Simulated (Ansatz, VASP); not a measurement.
InSb in VASP and in Ansatz

Contents of INCAR:

```
SYSTEM = InSb
PREC = Accurate
ENCUT = 520
EDIFF = 1E-8
ISMEAR = -1
SIGMA = 0.03
LREAL = .FALSE.
LASPH = .TRUE.
NELM = 60
ALGO = Normal
ISIF = 2
LWAVE = .FALSE.
LCHARG = .FALSE.
GGA = CA
LEFG = .TRUE.
NBANDS = 16
```

The input KPOINTS:

```
regular mesh
0
G
  10 10 10
  0 0 0
```

Contents of POSCAR:

```
InSb
1.0
    0.0000000000      3.2282668087      3.2282668087
    3.2282668087      0.0000000000      3.2282668087
    3.2282668087      3.2282668087      0.0000000000
In Sb
1 1
Direct
    0.0000000000      0.0000000000      0.0000000000
    0.7500000000      0.7500000000      0.7500000000
```

Input for Ansatz:

```yaml
crystal:
  lattice:
    - [0.0, 3.2282668087, 3.2282668087]
    - [3.2282668087, 0.0, 3.2282668087]
    - [3.2282668087, 3.2282668087, 0.0]
  atoms:
    - { symbol: In, position: [0.0, 0.0, 0.0] }
    - { symbol: Sb, position: [0.75, 0.75, 0.75] }
kpoints:
  mp_grid: { grid: [10, 10, 10] }
scf:
  occupations: { method: fermi_dirac, width: 0.03 }
hamiltonian:
  xc: lda
  pseudopotentials: { kind: all_electron, datasets: crystal }
output:
  forces: true
  stress: true
  eigenvalues: true
  efg: { contact_densities: true }
```

Change from the starting cell: volume scaled by 0.99, crystal datasets.

Alike in both runs: task electric field gradients; functional LDA; k mesh 10 × 10 × 10; occupations fermi-dirac, width 0.03 eV; no spin polarisation.

|  | VASP | Ansatz |
| --- | --- | --- |
| version | VASP 6.6.1 | Ansatz 0.2.0 |
| potentials or method | VASP PAW LDA potentials, release 64 (In_d, Sb), cutoff 520 eV | all-electron PAW with datasets made for the crystal, scalar-relativistic |

```tsv
	VASP	Ansatz	Ansatz less VASP
pressure (GPa)	-0.1	-0.1	-0.08
```

LDA's correlation is that of Perdew and Zunger in VASP and of Perdew and Wang (1992) in Ansatz. Ansatz ran all-electron here, and VASP with PAW potentials.

Neither program's run includes spin-orbit coupling.
